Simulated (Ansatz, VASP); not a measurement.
Given: the input of a run of Ansatz 0.2.0 on Y.

The input input.yaml:

```yaml
crystal:
  lattice:
    - [0.0, 2.5348630883, 2.5348630883]
    - [2.5348630883, 0.0, 2.5348630883]
    - [2.5348630883, 2.5348630883, 0.0]
  atoms:
    - { symbol: "Y", position: [0.0, 0.0, 0.0] }
kpoints:
  mp_grid: { grid: [9, 9, 9] }
scf:
  occupations: { method: fermi_dirac, width: 0.05 }
hamiltonian:
  xc: pbe
  pseudopotentials: { kind: all_electron, lapw: { basis_error: 0.0005 } }
output:
  forces: true
  stress: true
  eigenvalues: true
```

Potentials or basis: all-electron LAPW, scalar-relativistic.

Run with:

```console
$ ansatz run input.yaml --threads 1 --pin off --max-ram 2560MiB --backend cpu --events-out ev --progress --plain --runs-dir out
```

Question: Set up the same calculation for VASP 6.6.1. Potentials there: VASP PAW PBE potentials, release 64 (Y_sv).

Answer: As run (the cutoff follows the program's own potentials):

INCAR

```
SYSTEM = Y
  PREC = Accurate
  ENCUT = 520
  EDIFF = 1E-6
  ISMEAR = -1
  SIGMA = 0.05
  LREAL = .FALSE.
  LASPH = .TRUE.
  NELM = 60
  ALGO = Normal
  ISIF = 2
  LWAVE = .FALSE.
  LCHARG = .TRUE.
  GGA = PE
  LELF = .TRUE.
  LVHAR = .TRUE.
  NBANDS = 12
```

File KPOINTS:

```
Automatic mesh
0
G
  9 9 9
  0 0 0
```

Contents of POSCAR:

```
Y
1.0
    0.0000000000      2.5348630883      2.5348630883
    2.5348630883      0.0000000000      2.5348630883
    2.5348630883      2.5348630883      0.0000000000
Y
1
Direct
    0.0000000000      0.0000000000      0.0000000000
```

Potentials or basis: VASP PAW PBE potentials, release 64 (Y_sv).

Run with:

```console
$ cat potpaw_PBE.64/Y_sv/POTCAR > POTCAR
$ mpirun -np 1 vasp_std > vasp.out
```

Both were run:

|  | VASP | Ansatz | Ansatz less VASP |
| --- | --- | --- | --- |
| gap on the k mesh at the Fermi level (eV) | none | none | - |
| pressure (GPa) | -0.2 | -0.1 | +0.14 |

A gap of «none» marks a metal or a gap that the smearing closes. Ansatz ran all-electron here, and VASP with PAW potentials.
